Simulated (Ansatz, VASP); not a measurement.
## LiBr: VASP beside Ansatz

```xyz
2
Lattice="0.0000 2.6347 2.6347 2.6347 0.0000 2.6347 2.6347 2.6347 0.0000" Properties=species:S:1:pos:R:3 pbc="T T T"
Li    0.0000    0.0000    0.0000
Br    2.6347    2.6347    2.6347
```

Change from the starting cell: strain -0.040 along x and y, -0.040 along z, atoms carried along.

Alike in both runs: task single point; functional PBE; k mesh 8 × 8 × 8; occupations gaussian, width 0.05 eV; no spin polarisation.

|  | VASP | Ansatz |
| --- | --- | --- |
| version | VASP 6.6.1 | Ansatz 0.2.0 |
| potentials or method | VASP PAW PBE potentials, release 64 (Li_sv, Br), cutoff 750 eV | scalar-relativistic, plane waves, PAW |
| valence electrons in the cell | 10 | 10 |

|  | VASP | Ansatz | Ansatz less VASP |
| --- | --- | --- | --- |
| gap on the k mesh at the Fermi level (eV) | 5.57 | 5.57 | -0.004 |
| least direct gap on the mesh (eV) | 5.57 | 5.57 | -0.004 |
| pressure (GPa) | 4.6 | 4.6 | +0.08 |
